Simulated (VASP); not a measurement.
Input of a VASP 6.6.1 run:

The input INCAR:

```
SYSTEM = Ti12HO24
ALGO     = Normal         ! electronic algorithm
EDIFF    = 1E-7           ! SCF threshold, eV
ENCUT    = 520            ! plane-wave cutoff, eV
GGA      = PE             ! functional
ISIF     = 2              ! what is computed and relaxed
ISMEAR   = 0              ! smearing method
LASPH    = .True.         ! aspherical terms in the spheres
LCHARG   = .True.         ! write CHGCAR
LELF     = .True.         ! ELF
LREAL    = Auto         
LVHAR    = .True.       
LWAVE    = .False.        ! write WAVECAR
NBANDS   = 168            ! bands
NELECT   = 288.0        
NELM     = 60             ! most SCF steps
PREC     = Accurate       ! precision mode
SIGMA    = 0.02           ! smearing width, eV
```

KPOINTS

```
Automatic mesh
0
Gamma
  2 2 2
  0.5 0.5 0.5
```

POSCAR

```
Ti12HO24
1.0
   -4.6433175423     -4.6433175423      0.0000000000
    4.6433175423     -4.6433175423      0.0000000000
    0.0000000000      0.0000000000      8.8916040206
Ti O H
12 24 1
Direct
   -0.0028203972      0.5139135927     -0.0016515580
   -0.0023944087      0.5141145266      0.3350325760
    0.0108096204      0.4866784318      0.6666977056
    0.4891208666     -0.0055674633     -0.0091989027
    0.4889684971     -0.0058055474      0.3425332474
    0.4989950566      0.0181354170      0.6666712762
    1.0207957903      0.0275904025      0.1666539577
    0.9898298917     -0.0067834043      0.5005020455
    0.9899607249     -0.0070589616      0.8328080044
    0.4877179903      0.4788338251      0.1666725145
    0.5067178754      0.5100215478      0.4999806548
    0.5063540192      0.5102938747      0.8333257962
    0.8012849576      0.5278324124      0.1666608181
    0.8043296557      0.5056720714      0.4994712978
    0.8043249177      0.5056765941      0.8338621449
    0.3119747867      0.0075538663      0.1666744264
    0.3055469472      0.0030584813      0.5007902949
    0.3055711756      0.0030650499      0.8325776747
    0.0126628212      0.8088147032     -0.0018401629
    0.0126728356      0.8088266559      0.3351982379
    0.0018134663      0.8077256112      0.6666643033
    0.5096715825      0.2969355396      0.0024356685
    0.5096668445      0.2969575067      0.3309240935
    0.5027350550      0.3028294936      0.6666639659
   -0.0090212439      0.1981181540      0.3320376158
   -0.0030132550      0.1946551128      0.6666682396
   -0.0090256588      0.1981421670      0.0013202342
    0.4895420094      0.6920198696      0.3343616060
    0.4976299766      0.6922199420      0.6666609294
    0.4895407172      0.6920159930     -0.0010043182
    0.1933741321      0.4919470786      0.1666826364
    0.1945847967      0.4955717499      0.4999976371
    0.1946008413      0.4955697040      0.8333469397
    0.7082834568     -0.0489434543      0.1666646419
    0.6936047278     -0.0058774787      0.4999586115
    0.6936235721     -0.0058842627      0.8333798922
    0.7319840758      0.8005182644      0.1666508086
```

Potentials or basis: VASP PAW PBE potentials, release 64 (Ti_sv, O, H).

The run is started by

```console
$ cat potpaw_PBE.64/Ti_sv/POTCAR potpaw_PBE.64/O/POTCAR potpaw_PBE.64/H/POTCAR > POTCAR
$ mpirun -np 1 vasp_std > vasp.out
```

Problem. Estimate the largest force.

Solution. 0.177 eV/Å.

Forces in eV/Å, atoms in the order of the input:
```
Ti  -0.017  0.036  0.034
Ti  -0.010  0.033 -0.034
Ti   0.023 -0.002  0.000
Ti  -0.010 -0.034  0.048
Ti  -0.003 -0.032 -0.047
Ti  -0.056 -0.002  0.005
Ti  -0.027  0.048 -0.007
Ti   0.013 -0.033 -0.007
Ti   0.017 -0.033  0.010
Ti   0.010 -0.053 -0.003
Ti  -0.016  0.029 -0.022
Ti  -0.021  0.027  0.025
O   -0.080  0.089  0.001
O   -0.007  0.022  0.011
O   -0.004  0.022 -0.011
O   -0.027 -0.003  0.001
O    0.036  0.064  0.034
O    0.036  0.064 -0.038
O   -0.015  0.046  0.047
O   -0.015  0.044 -0.045
O   -0.056  0.064  0.002
O   -0.004  0.034 -0.040
O   -0.005  0.035  0.035
O    0.022 -0.026 -0.002
O    0.019 -0.055  0.055
O   -0.004 -0.001  0.000
O    0.019 -0.054 -0.061
O    0.009 -0.057 -0.037
O    0.032 -0.043  0.001
O    0.004 -0.055  0.042
O   -0.011 -0.003  0.001
O   -0.036 -0.036 -0.014
O   -0.035 -0.034  0.013
O    0.152 -0.091  0.003
O   -0.003 -0.004  0.001
O   -0.004 -0.004 -0.004
H    0.074  0.000  0.000
```

Caveat: the cell carries a net charge on a neutralising background, which shifts energy and pressure.
